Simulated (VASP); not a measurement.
A run of VASP 6.6.1 is set up as follows.

Contents of INCAR:

```
PREC = Accurate
ENCUT = 520
EDIFF = 1E-7
ISMEAR = 0
SIGMA = 0.15
LREAL = False
LASPH = True
NELM = 80
ALGO = Fast
ISIF = 2
LWAVE = False
LCHARG = True
GGA = PS
LELF = True
LVHAR = True
NBANDS = 17
```

File KPOINTS:

```
Automatic mesh
0
Gamma
  12 12 8
```

The input POSCAR:

```
Ca
1.0
    3.9799995206      0.0000000000      0.0000000000
   -1.9899997603      3.4467806919      0.0000000000
    0.0000000000      0.0000000000      6.2592000000
Ca
2
Direct
    0.3333333333      0.6666666667      0.2500000000
    0.6666666667      0.3333333333      0.7500000000
```

Potentials or basis: VASP PAW PBE potentials, release 64 (Ca_sv).

The run is started by

```console
$ cat potpaw_PBE.64/Ca_sv/POTCAR > POTCAR
$ mpirun -np 1 vasp_std > vasp.out
```

Task: Predict the pressure.

Result: -0.8 GPa.

Task: Estimate the band gap on the k mesh.

Result: Zero (bands 10 and 11 overlap by 0.46 eV).

Stress tensor (GPa, compression positive):
```
-1.18  0.00  0.00
 0.00 -1.18  0.00
 0.00  0.00  0.00
```

Caveat: the cell differs from its parent crystal (strain +0.000 along x and y, -0.040 along z); the PAW data sets were made with another functional, which shifts forces and pressure a little.
